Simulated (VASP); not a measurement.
# Mg2O5 (cubic X2O5 type) (Pn-3m) in VASP: further runs

Mg2O5 (cubic X2O5 type) is run at these levels: PBE; tasks: single point.

All numbers are computed with VASP 6.6.1; they aren't measurements. Logs are shortened: lines on timing, memory, paths and dates and some standing lists are left out, and cuts for length are marked.

### 1 The cell of the first run

It takes space group Pn-3m (No. 224, cubic). Conventional cell: a = 5.213 Å, b = 5.213 Å, c = 5.213 Å, α = 90.00°, β = 90.00°, γ = 90.00°. Within 3.0 Å of Mg (site symmetry -3m) lie 12 O at 2.26 to 2.61 Å. Within 3.0 Å of O (site symmetry -3m) lie 6 O at 2.26 Å and 6 Mg at 2.61 Å. Within 3.0 Å of O (site symmetry -42m) lie 4 Mg at 2.26 Å and 8 O at 2.26 to 2.61 Å.

### 2 Single point, PBE

File INCAR:

```
ALGO     = Normal         # electronic algorithm
EDIFF    = 1E-6           # SCF threshold, eV
ENCUT    = 520            # plane-wave cutoff, eV
GGA      = PE             # functional
ISIF     = 2              # what is computed and relaxed
ISMEAR   = -1             # smearing method
LASPH    = T              # aspherical terms in the spheres
LCHARG   = T              # write CHGCAR
LELF     = T              # ELF
LREAL    = F              # projectors in reciprocal space
LVHAR    = T            
LWAVE    = F              # write WAVECAR
NBANDS   = 47             # bands
NELM     = 60             # most SCF steps
PREC     = Accurate       # precision mode
SIGMA    = 0.06122561905347299 # smearing width, eV
```

File KPOINTS:

```
k-points
0
Gamma
  11 11 11
```

File POSCAR:

```
Mg2O5
1.0
    5.2131068680      0.0000000000      0.0000000000
    0.0000000000      5.2131068680      0.0000000000
    0.0000000000      0.0000000000      5.2131068680
Mg O
4 10
Direct
    0.0000000000      0.0000000000      0.0000000000
    0.5000000000      0.5000000000      0.0000000000
    0.5000000000      0.0000000000      0.5000000000
    0.0000000000      0.5000000000      0.5000000000
    0.5000000000      0.0000000000      0.0000000000
    0.0000000000      0.5000000000      0.0000000000
    0.0000000000      0.0000000000      0.5000000000
    0.5000000000      0.5000000000      0.5000000000
    0.7500000000      0.7500000000      0.2500000000
    0.7500000000      0.2500000000      0.7500000000
    0.2500000000      0.7500000000      0.7500000000
    0.7500000000      0.2500000000      0.2500000000
    0.2500000000      0.7500000000      0.2500000000
    0.2500000000      0.2500000000      0.7500000000
```

Potentials or basis: VASP PAW PBE potentials, release 64 (Mg, O).

Run with:

```sh
$ cat potpaw_PBE.64/Mg/POTCAR potpaw_PBE.64/O/POTCAR > POTCAR
$ mpirun -np 1 vasp_std > vasp.out
```

OUTCAR:

```text
EDIFF = 1E-6
   ENCUT = 520
   GGA = PE
   ISIF = 2
   ISMEAR = -1
   LASPH = T
   LREAL = F
   NELM = 60
   PREC = Accurate

 ion  position               nearest neighbor table
   1  0.000  0.000  0.000-   9 2.26  10 2.26  11 2.26  12 2.26  13 2.26  14 2.26   5 2.61   6 2.61
                             7 2.61   7 2.61   6 2.61   5 2.61
   2  0.500  0.500  0.000-   9 2.26  10 2.26  11 2.26  12 2.26  13 2.26  14 2.26   5 2.61   6 2.61
                             8 2.61   8 2.61   5 2.61   6 2.61
   3  0.500  0.000  0.500-   9 2.26  10 2.26  11 2.26  12 2.26  13 2.26  14 2.26   5 2.61   7 2.61
                             8 2.61   5 2.61   8 2.61   7 2.61
   4  0.000  0.500  0.500-   9 2.26  10 2.26  11 2.26  12 2.26  13 2.26  14 2.26   6 2.61   7 2.61
                             8 2.61   6 2.61   7 2.61   8 2.61
   5  0.500  0.000  0.000-   1 2.61   2 2.61   3 2.61   3 2.61   2 2.61   1 2.61
   6  0.000  0.500  0.000-   1 2.61   2 2.61   4 2.61   4 2.61   1 2.61   2 2.61
   7  0.000  0.000  0.500-   1 2.61   3 2.61   4 2.61   1 2.61   4 2.61   3 2.61
   8  0.500  0.500  0.500-   2 2.61   3 2.61   4 2.61   2 2.61   3 2.61   4 2.61
   9  0.750  0.750  0.250-   1 2.26   2 2.26   3 2.26   4 2.26
  10  0.750  0.250  0.750-   1 2.26   2 2.26   3 2.26   4 2.26
  11  0.250  0.750  0.750-   1 2.26   2 2.26   3 2.26   4 2.26
  12  0.750  0.250  0.250-   1 2.26   2 2.26   3 2.26   4 2.26
  13  0.250  0.750  0.250-   1 2.26   2 2.26   3 2.26   4 2.26
  14  0.250  0.250  0.750-   1 2.26   2 2.26   3 2.26   4 2.26

  LATTYP: Found a simple cubic cell.
 ALAT       =     5.2131068680

  Lattice vectors:

 A1 = (   5.2131068680,   0.0000000000,   0.0000000000)
 A2 = (   0.0000000000,   5.2131068680,   0.0000000000)
 A3 = (   0.0000000000,   0.0000000000,   5.2131068680)

Analysis of symmetry for initial positions (statically):
=====================================================================
 Subroutine PRICEL returns:
 Original cell was already a primitive cell.

 Routine SETGRP: Setting up the symmetry group for a
 simple cubic supercell.

 Subroutine GETGRP returns: Found 48 space group operations
 (whereof 12 operations were pure point group operations)
 out of a pool of 48 trial point group operations.

The static configuration has the point symmetry D_3d.
 The point group associated with its full space group is O_h .

Analysis of symmetry for dynamics (positions and initial velocities):
=====================================================================
 Subroutine PRICEL returns:
 Original cell was already a primitive cell.

 Routine SETGRP: Setting up the symmetry group for a
 simple cubic supercell.

 Subroutine GETGRP returns: Found 48 space group operations
 (whereof 12 operations were pure point group operations)
 out of a pool of 48 trial point group operations.

The dynamic configuration has the point symmetry D_3d.
 The point group associated with its full space group is O_h .

 Subroutine INISYM returns: Found 48 space group operations
 (whereof 12 operations are pure point group operations),
 and found     1 'primitive' translations

----------------------------------------------------------------------------------------

                                     Primitive cell

  volume of cell :     141.6739

  direct lattice vectors                    reciprocal lattice vectors
     5.213106868  0.000000000  0.000000000     0.191824190  0.000000000  0.000000000
     0.000000000  5.213106868  0.000000000     0.000000000  0.191824190  0.000000000
     0.000000000  0.000000000  5.213106868     0.000000000  0.000000000  0.191824190

  length of vectors
     5.213106868  5.213106868  5.213106868     0.191824190  0.191824190  0.191824190

  position of ions in fractional coordinates (direct lattice)
     0.000000000  0.000000000  0.000000000
     0.500000000  0.500000000  0.000000000
     0.500000000  0.000000000  0.500000000
     0.000000000  0.500000000  0.500000000
     0.500000000  0.000000000  0.000000000
     0.000000000  0.500000000  0.000000000
     0.000000000  0.000000000  0.500000000
     0.500000000  0.500000000  0.500000000
     0.750000000  0.750000000  0.250000000
     0.750000000  0.250000000  0.750000000
     0.250000000  0.750000000  0.750000000
[... 33 lines left out ...]
     0.000000000  0.017438563  0.000000000     0.000000000  0.090909091  0.000000000
     0.000000000  0.000000000  0.017438563     0.000000000  0.000000000  0.090909091

  Length of vectors
     0.017438563  0.017438563  0.017438563

  Shift w.r.t. Gamma in fractional coordinates (k-lattice)
     0.000000000  0.000000000  0.000000000

 Subroutine IBZKPT returns following result:
 ===========================================

 Found     56 irreducible k-points:

 Following reciprocal coordinates:
            Coordinates               Weight
  0.000000  0.000000  0.000000      1.000000
  0.090909  0.000000  0.000000      6.000000
  0.181818  0.000000  0.000000      6.000000
  0.272727  0.000000  0.000000      6.000000
  0.363636  0.000000  0.000000      6.000000
  0.454545  0.000000  0.000000      6.000000
[... 16 lines left out ...]
  0.181818  0.090909  0.090909     24.000000
  0.272727  0.090909  0.090909     24.000000
 [... further k-points ...]
   k-points           NKPTS =     56   k-points in BZ     NKDIM =     56   number of bands    NBANDS=     47
   number of dos      NEDOS =    301   number of ions     NIONS =     14
   total plane-waves  NPLWV =  64000
   dimension x,y,z NGX =    40 NGY =   40 NGZ =   40
   dimension x,y,z NGXF=    80 NGYF=   80 NGZF=   80
   ions per type =               4  10
   NGX,Y,Z   is equivalent  to a cutoff of  12.76, 12.76, 12.76 a.u.
   NGXF,Y,Z  is equivalent  to a cutoff of  25.51, 25.51, 25.51 a.u.
 SYSTEM =  unknown system
   PREC   = accura    normal or accurate (medium, high low for compatibility)
   ISTART =      0    job   : 0-new  1-cont  2-samecut
   ICHARG =      2    charge: 1-file 2-atom 10-const
   ISPIN  =      1    spin polarized calculation?
   LNONCOLLINEAR =      F non collinear calculations
   LSORBIT =      F    spin-orbit coupling
   LASPH  =      T    aspherical Exc in radial PAW
   ENCUT  =  520.0 eV  38.22 Ry    6.18 a.u.   9.69  9.69  9.69*2*pi/ulx,y,z
   NELM   =     60;   NELMIN=  2; NELMDL= -5     # of ELM steps
   EDIFF  = 0.1E-05   stopping-criterion for ELM
   LREAL  =      F    real-space projection
   EDIFFG = 0.1E-04   stopping-criterion for IOM
   NSW    =      0    number of steps for IOM
   IBRION =     -1    ionic relax: 0-MD 1-quasi-New 2-CG
   NFREE  =      0    steps in history (QN), initial steepest desc. (CG)
   ISIF   =      2    stress and relaxation
   ISYM   =      2    0-nonsym 1-usesym 2-fastsym
   POTIM  = 0.5000    time-step for ionic-motion
   TEBEG  =    0.0;   TEEND  =   0.0 temperature during run
   PSTRESS=    0.0 pullay stress
   NELECT =      68.0000    total number of electrons
   NUPDOWN=      -1.0000    fix difference up-down
   EMIN   =  10.00;   EMAX   =-10.00  energy-range for DOS
   EFERMI =   0.00;   METHOD = LEGACY
   ISMEAR =    -1;   SIGMA  =   0.06  broadening in eV -4-tet -1-fermi 0-gaus
   EFERMI_NEDOS =   21; number of points for ismear=-14 and -15
   IALGO  =     38    algorithm
   IMIX   =      4    mixing-type and parameters
     AMIX     =   0.40;   BMIX     =  1.00
     AMIX_MAG =   1.60;   BMIX_MAG =  1.00
  volume/ion in A,a.u.               =      10.12        68.29
  Fermi-wavevector in a.u.,A,eV,Ry     =   1.281783  2.422219 22.353932  1.642968
  Thomas-Fermi vector in A             =   2.414133
   LORBIT       =      0    0 simple, 1 ext, 2 COOP (PROOUT), +10 PAW based schemes
   GGA     = PE    functional components
   LHFCALC =     F    Hartree Fock is set to
   AEXX    =    0.0000 exact exchange contribution
   IVDW    =     0    specifies the selected vdW correction
   LEPSILON=     F    determine dielectric tensor
   LRPA    =     F    only Hartree local field effects (RPA)
 non-spin polarized calculation
  energy-cutoff  :      520.00
  volume of cell :      141.67
 maximum number of plane-waves:      3843
 NGX is ok and might be reduce to    40
   NGX = 19   NGY = 19   NGZ = 19

 number of electron      68.0000018 magnetization

 Free energy of the ion-electron system (eV)
  ---------------------------------------------------
  ext. energy  EPLUGINS =         0.00000000
  ---------------------------------------------------
  free energy    TOTEN  =       -59.09944419 eV

  energy without entropy =      -58.81839895  energy(sigma->0) =      -58.95892157

 E-fermi :   2.6511     XC(G=0): -10.6190

 val. band max:        2.6483862304   @ k =   0.4545   0.1818   0.1818
 cond. band min:       2.6518022599   @ k =   0.3636   0.0909   0.0909
 fundamental gap:      0.0034160295
 Fermi energy:         2.6510998868

 k-point     1 :       0.0000    0.0000    0.0000
  band No.  band energies     occupation
      1     -16.8305      2.00000
      2     -14.7753      2.00000
      3     -14.7753      2.00000
      4     -14.6734      2.00000
      5     -14.6734      2.00000
      6     -14.6734      2.00000
[... 1165 lines left out ...]
     45      11.0123      0.00000
     46      12.8858      0.00000

 [... further k-points ...]

 [bands above 46 left out]

------------------------ aborting loop because EDIFF is reached ----------------------------------------

  FORCE on cell =-STRESS in cart. coord.  units (eV):
  Direction    XX          YY          ZZ          XY          YZ          ZX
  --------------------------------------------------------------------------------------
  -------------------------------------------------------------------------------------
  Total       -2.5859132     -2.5859132     -2.5859132      0.0000000     -0.0000000     -0.0000000
  in kB      -29.2438568    -29.2438568    -29.2438568      0.0000000     -0.0000000     -0.0000000
  external PRESSURE =     -29.2438568 kB  Pullay stress =       0.0000000 kB

 VOLUME and BASIS-vectors are now :
 -----------------------------------------------------------------------------
  energy-cutoff  :      520.00
  volume of cell :      141.67
      direct lattice vectors                 reciprocal lattice vectors
     5.213106868  0.000000000  0.000000000     0.191824190  0.000000000  0.000000000
     0.000000000  5.213106868  0.000000000     0.000000000  0.191824190  0.000000000
     0.000000000  0.000000000  5.213106868     0.000000000  0.000000000  0.191824190

 POSITION                                       TOTAL-FORCE (eV/Angst)
 -----------------------------------------------------------------------------------
      0.00000      0.00000      0.00000        -0.000000     -0.000000     -0.000000
      2.60655      2.60655      0.00000        -0.000000     -0.000000     -0.000000
      2.60655      0.00000      2.60655        -0.000000     -0.000000     -0.000000
      0.00000      2.60655      2.60655        -0.000000     -0.000000     -0.000000
      2.60655      0.00000      0.00000        -0.000000     -0.000000     -0.000000
      0.00000      2.60655      0.00000        -0.000000     -0.000000     -0.000000
      0.00000      0.00000      2.60655        -0.000000     -0.000000     -0.000000
      2.60655      2.60655      2.60655        -0.000000     -0.000000     -0.000000
      3.90983      3.90983      1.30328         0.000000      0.000000     -0.000000
      3.90983      1.30328      3.90983         0.000000      0.000000      0.000000
      1.30328      3.90983      3.90983         0.000000     -0.000000      0.000000
      3.90983      1.30328      1.30328        -0.000000     -0.000000     -0.000000
      1.30328      3.90983      1.30328         0.000000     -0.000000     -0.000000
      1.30328      1.30328      3.90983         0.000000      0.000000      0.000000
 -----------------------------------------------------------------------------------
    total drift:                               -0.000000      0.000000      0.000000

  FREE ENERGIE OF THE ION-ELECTRON SYSTEM (eV)
  ---------------------------------------------------
  free  energy   TOTEN  =       -59.0994441866 eV

  energy  without entropy=      -58.8183989458  energy(sigma->0) =      -58.95892157
```

It took 6.6 min on 1 thread of Oxide Virtual Turin-like, shared host; peak memory 0.37 GiB.

Results:

```yaml
Free_energy: -59.0994 eV
Pressure: -2.9 GPa
Band_gap_on_the_k_mesh: zero (bands 34 and 35 overlap by 0.26 eV)
```

Caveat: semilocal functionals underestimate gaps, and a narrow one can read as zero.

### 3 Single point, PBE

This run uses another cell than the first one, of 10.32 Å³/atom.

File INCAR:

```
SYSTEM = Mg2O5
PREC = Accurate ; ENCUT = 520
EDIFF = 1E-6 ; ISMEAR = -1
SIGMA = 0.06122561905347299 ; LREAL = .False.
LASPH = .True. ; NELM = 100
ALGO = Normal ; ISIF = 2
LWAVE = .False. ; LCHARG = .True.
GGA = PE ; LELF = .True.
LVHAR = .True. ; NBANDS = 47
```

File KPOINTS:

```
Automatic mesh
0
Gamma
  11 11 11
  0 0 0
```

Edit POSCAR of step 2 so:

```diff
@@ -2,5 +2,5 @@
 1.0
-    5.2131068680      0.0000000000      0.0000000000
-    0.0000000000      5.2131068680      0.0000000000
-    0.0000000000      0.0000000000      5.2131068680
+    5.2469591599      0.0000000000      0.0000000000
+    0.0000000000      5.2469591599      0.0000000000
+    0.0000000000      0.0000000000      5.2469591599
 Mg O
```

Potentials or basis: VASP PAW PBE potentials, release 64 (Mg, O).

Run with:

```sh
$ cat potpaw_PBE.64/Mg/POTCAR potpaw_PBE.64/O/POTCAR > POTCAR
$ mpirun -np 1 vasp_std > vasp.out
```

Run time: 5.2 min. Hardware: 1 thread of Oxide Virtual Turin-like, shared host; peak memory 0.37 GiB.

The run converged. Its results:

| Property | Result |
| --- | --- |
| Free energy | -59.0352 eV |
| Pressure | -4.9 GPa |
| Band gap on the k mesh | zero (bands 34 and 35 overlap by 0.25 eV) |

Levels at points of the mesh, in eV from the Fermi level:
```csv
k point,band 31,band 32,band 33,band 34,band 35,band 36,band 37,band 38
"(0.00, 0.00, 0.00)",-0.53,-0.08,-0.08,-0.08,0.28,0.28,0.28,0.37
```

Caveat: the cell stands under tension; semilocal functionals underestimate gaps, and a narrow one can read as zero.

### 4 Single point, PBE

This run uses another cell than the first one, of 9.52 Å³/atom.

File INCAR:

```
PREC     = Accurate       # precision mode
ENCUT    = 520            # plane-wave cutoff, eV
EDIFF    = 1E-7           # SCF threshold, eV
ISMEAR   = -1             # smearing method
SIGMA    = 0.06122561905347299 # smearing width, eV
LREAL    = F              # projectors in reciprocal space
LASPH    = T              # aspherical terms in the spheres
NELM     = 60             # most SCF steps
ALGO     = Normal         # electronic algorithm
ISIF     = 2              # what is computed and relaxed
LWAVE    = F              # write WAVECAR
LCHARG   = F              # write CHGCAR
GGA      = PE             # functional
NBANDS   = 47             # bands
```

File KPOINTS:

```
Automatic mesh
0
Gamma
  11 11 11
```

Edit POSCAR of step 3 so:

```diff
@@ -2,5 +2,5 @@
 1.0
-    5.2469591599      0.0000000000      0.0000000000
-    0.0000000000      5.2469591599      0.0000000000
-    0.0000000000      0.0000000000      5.2469591599
+    5.1088166323      0.0000000000      0.0000000000
+    0.0000000000      5.1088166323      0.0000000000
+    0.0000000000      0.0000000000      5.1088166323
 Mg O
```

Run with:

```sh
$ cat potpaw_PBE.64/Mg/POTCAR potpaw_PBE.64/O/POTCAR > POTCAR
$ mpirun -np 1 vasp_std > vasp.out
```

It took 10 min on 1 thread of Oxide Virtual Turin-like, shared host; peak memory 0.36 GiB.

Results (log left out):

| Property | Result |
| --- | --- |
| Free energy | -59.0537 eV |
| Pressure | 4.6 GPa |
| Band gap on the k mesh | zero (bands 34 and 35 overlap by 0.30 eV) |

Levels at points of the mesh, in eV from the Fermi level:
| k point | band 31 | band 32 | band 33 | band 34 | band 35 | band 36 | band 37 | band 38 |
| --- | --- | --- | --- | --- | --- | --- | --- | --- |
| (0.00, 0.00, 0.00) | -0.60 | -0.09 | -0.09 | -0.09 | 0.31 | 0.31 | 0.31 | 0.41 |

Caveat: the cell stands under pressure; semilocal functionals underestimate gaps, and a narrow one can read as zero.

### 5 Single point, PBE

This run uses another cell than the first one, of 9.72 Å³/atom.

File INCAR:

```
  ALGO = Normal
  EDIFF = 1E-7
  ENCUT = 520
  GGA = PE
  ISIF = 2
  ISMEAR = -1
  LASPH = T
  LCHARG = T
  LELF = T
  LREAL = F
  LVHAR = T
  LWAVE = F
  NBANDS = 47
  NELM = 80
  PREC = Accurate
  SIGMA = 0.06122561905347299
```

File KPOINTS:

```
k-points
0
Gamma
  11 11 11
```

Edit POSCAR of step 4 so:

```diff
@@ -2,5 +2,5 @@
 1.0
-    5.1088166323      0.0000000000      0.0000000000
-    0.0000000000      5.1088166323      0.0000000000
-    0.0000000000      0.0000000000      5.1088166323
+    5.1440509639      0.0000000000      0.0000000000
+    0.0000000000      5.1440509639      0.0000000000
+    0.0000000000      0.0000000000      5.1440509639
 Mg O
```

Run with:

```sh
$ cat potpaw_PBE.64/Mg/POTCAR potpaw_PBE.64/O/POTCAR > POTCAR
$ mpirun -np 1 vasp_std > vasp.out
```

Run time: 11 min. Hardware: 1 thread of Oxide Virtual Turin-like, shared host; peak memory 0.36 GiB.

Results (log left out):

```
Free energy            : -59.1132 eV
Pressure               : 1.8 GPa
Band gap on the k mesh : zero (bands 34 and 35 overlap by 0.29 eV)
```

Levels at points of the mesh, in eV from the Fermi level:
```tsv
k point	band 31	band 32	band 33	band 34	band 35	band 36	band 37	band 38
(0.00, 0.00, 0.00)	-0.58	-0.09	-0.09	-0.09	0.30	0.30	0.30	0.40
```

Caveat: semilocal functionals underestimate gaps, and a narrow one can read as zero.

### 6 The runs side by side

```tsv
cell	gap on the mesh (eV)	pressure (GPa)
a = 5.213 Å, 14 atoms	none	-2.9
a = 5.247 Å, 14 atoms	none	-4.9
a = 5.109 Å, 14 atoms	none	4.6
a = 5.144 Å, 14 atoms	none	1.8
```

Alike in all rows: task single point; level PBE; potentials or basis VASP PAW PBE potentials, release 64 (Mg, O); no spin polarisation; k mesh 11 × 11 × 11; cutoff (eV) 520; smearing fermi-dirac 0.0612256 eV.

Caveats: semilocal functionals underestimate gaps, and a narrow one can read as zero; the cell stands under tension (at least some runs); the cell stands under pressure (at least some runs).

Absolute energies hang on the potentials; compare differences alone.
